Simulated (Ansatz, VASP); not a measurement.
## SrAgO3: VASP beside Ansatz

File INCAR:

```
ALGO = Normal
EDIFF = 1E-6
ENCUT = 520
GGA = CA
ISIF = 2
ISMEAR = -1
LASPH = True
LCHARG = False
LREAL = False
LWAVE = False
NBANDS = 28
NELM = 60
PREC = Accurate
SIGMA = 0.15
```

KPOINTS

```
k-points
0
Gamma
  6 6 6
```

POSCAR

```
SrAgO3
1.0
    3.9684008121      0.0000000000      0.0000000000
    0.0000000000      3.9684008121      0.0000000000
    0.0000000000      0.0000000000      3.9684008121
Sr Ag O
1 1 3
Direct
    0.0000000000      0.0000000000      0.0000000000
    0.5000000000      0.5000000000      0.5000000000
    0.5000000000      0.5000000000      0.0000000000
    0.5000000000      0.0000000000      0.5000000000
    0.0000000000      0.5000000000      0.5000000000
```

Input for Ansatz:

```yaml
crystal:
  lattice:
    - [3.9684008120965206, 0.0, 0.0]
    - [0.0, 3.9684008120965206, 0.0]
    - [0.0, 0.0, 3.9684008120965206]
  atoms:
    - { symbol: Sr, position: [0.0, 0.0, 0.0] }
    - { symbol: Ag, position: [0.5, 0.5, 0.5] }
    - { symbol: O, position: [0.5, 0.5, 0.0] }
    - { symbol: O, position: [0.5, 0.0, 0.5] }
    - { symbol: O, position: [0.0, 0.5, 0.5] }
basis:
  ecutwfc: 500.0
kpoints:
  mp_grid:
    grid: [6, 6, 6]
hamiltonian:
  xc: lda
  pseudopotentials:
    kind: paw
scf:
  convergence:
    dr2_threshold: 1.0e-09
  occupations:
    method: fermi_dirac
    width: 0.15
output:
  stress: true
```

Alike in both runs: task single point; functional LDA; k mesh 6 × 6 × 6; occupations fermi-dirac, width 0.15 eV; no spin polarisation.

```csv
,VASP,Ansatz
version,VASP 6.6.1,Ansatz 0.2.0
potentials or method,"VASP PAW LDA potentials, release 64 (Sr_sv, Ag, O), cutoff 520 eV","plane waves, PAW"
valence electrons in the cell,39,47
```

VASP gave:

| Property | Result |
| --- | --- |
| pressure (GPa) | 0.8 |

Task: What did Ansatz give for the same quantities?

Result: Pressure (GPa): 0.2.

LDA's correlation is that of Perdew and Zunger in VASP and of Perdew and Wang (1992) in Ansatz. VASP's potentials hold 39 valence electrons a cell and Ansatz's 47, so a difference there can come from the potentials and not from the codes. Ansatz's warnings: stress scf threshold loose.
